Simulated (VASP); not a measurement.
Set up this calculation in VASP 6.6.1, as the native input.

* Task: single point
* Functional: PBE
* Potentials or basis: VASP PAW PBE potentials, release 64 (Si, W_sv)
* Cutoff: 520 eV
* k mesh: 12 × 12 × 12
* Occupations: fermi-dirac, width 0.05 eV
* Spin: no spin polarisation
* Dipole correction: no
* Further INCAR settings: ALGO = Normal; EDIFF = 1e-06; NBANDS = 18

The structure of Si2W lies in POSCAR:

```
Si2W
1.0
   -1.5961151113      1.5961151113      3.8886743761
    1.5961151113     -1.5961151113      3.8886743761
    1.5961151113      1.5961151113     -3.8886743761
Si W
2 1
Direct
    0.3347000000      0.3347000000      0.0000000000
    0.6653000000      0.6653000000      0.0000000000
    0.0000000000      0.0000000000      0.0000000000
```

These files were run (other wordings do the same):

INCAR

```
SYSTEM = Si2W
  PREC = Accurate
  ENCUT = 520
  EDIFF = 1E-6
  ISMEAR = -1
  SIGMA = 0.05
  LREAL = .False.
  LASPH = .True.
  NELM = 100
  ALGO = Normal
  ISIF = 2
  LWAVE = .False.
  LCHARG = .False.
  GGA = PE
  NBANDS = 18
```

KPOINTS

```
regular mesh
0
Gamma
  12 12 12
  0 0 0
```

Potentials or basis: VASP PAW PBE potentials, release 64 (Si, W_sv).

Command:

```bash
$ cat potpaw_PBE.64/Si/POTCAR potpaw_PBE.64/W_sv/POTCAR > POTCAR
$ mpirun -np 1 vasp_std > vasp.out
```

It gave:

The pressure is 8.3 GPa. The largest force is 0.136 eV/Å and the band gap on the k mesh is zero (bands 11 and 12 overlap by 1.33 eV).

Caveat: the cell stands under pressure; spin-orbit coupling is left out, which moves the levels of the heavy elements.

It took 3.6 min on 1 thread of Intel Xeon 8259CL, with other jobs on the host, peak memory 0.28 GiB.
